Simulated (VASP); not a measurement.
Wanted: the native input for a VASP 6.6.1 run.

- Task: single point
- Functional: PBE
- Potentials or basis: VASP PAW PBE potentials, release 64 (In_d, Sb, As)
- Cutoff: 520 eV
- k mesh: 8 × 6 × 6
- Occupations: gaussian, width 0.02 eV
- Spin: no spin polarisation
- Dipole correction: no
- Further INCAR settings: ALGO = Normal; EDIFF = 1e-07; NBANDS = 36

The structure of In3Sb2As lies in POSCAR:

```
In3Sb2As
1.0
    4.5477623911     -0.0032934001     -0.0032766304
    1.5035966401      5.9273902613      0.0165102418
    0.9745366709      2.8112936590      7.7526435082
In Sb As
3 2 1
Direct
    0.6803313402      0.6936529500      0.9933689194
    0.9432589842      0.4651382133      0.7510654045
    0.2091744782      0.0711958989      0.3026483958
    0.0911803921      0.9857192093      0.9974208240
    0.4515769100      0.5766930813      0.5249066376
    0.6244778553      0.3326016370      0.3055888287
```

The cell was built from a structure type or drawn by symmetry, and may not be a known phase.

These files were run (other wordings do the same):

INCAR

```
SYSTEM = In3Sb2As
PREC     = Accurate       ! precision mode
ENCUT    = 520            ! plane-wave cutoff, eV
EDIFF    = 1E-7           ! SCF threshold, eV
ISMEAR   = 0              ! smearing method
SIGMA    = 0.02           ! smearing width, eV
LREAL    = .False.        ! projectors in reciprocal space
LASPH    = .True.         ! aspherical terms in the spheres
NELM     = 60             ! most SCF steps
ALGO     = Normal         ! electronic algorithm
ISIF     = 2              ! what is computed and relaxed
LWAVE    = .False.        ! write WAVECAR
LCHARG   = .False.        ! write CHGCAR
GGA      = PE             ! functional
NBANDS   = 36             ! bands
```

KPOINTS

```
regular mesh
0
Gamma
  8 6 6
  0 0 0
```

Potentials or basis: VASP PAW PBE potentials, release 64 (In_d, Sb, As).

Run with:

```bash
$ cat potpaw_PBE.64/In_d/POTCAR potpaw_PBE.64/Sb/POTCAR potpaw_PBE.64/As/POTCAR > POTCAR
$ mpirun -np 1 vasp_std > vasp.out
```

It gave:

The pressure is 0.0 GPa. The largest force is 0.019 eV/Å and the band gap on the k mesh is 0.16 eV (least direct gap 0.26 eV).

Caveat: spin-orbit coupling is left out, which moves the levels of the heavy elements.

Wall time 29 min on 1 thread of Oxide Virtual Turin-like Processor, with other jobs on the host, peak memory 1 GiB.
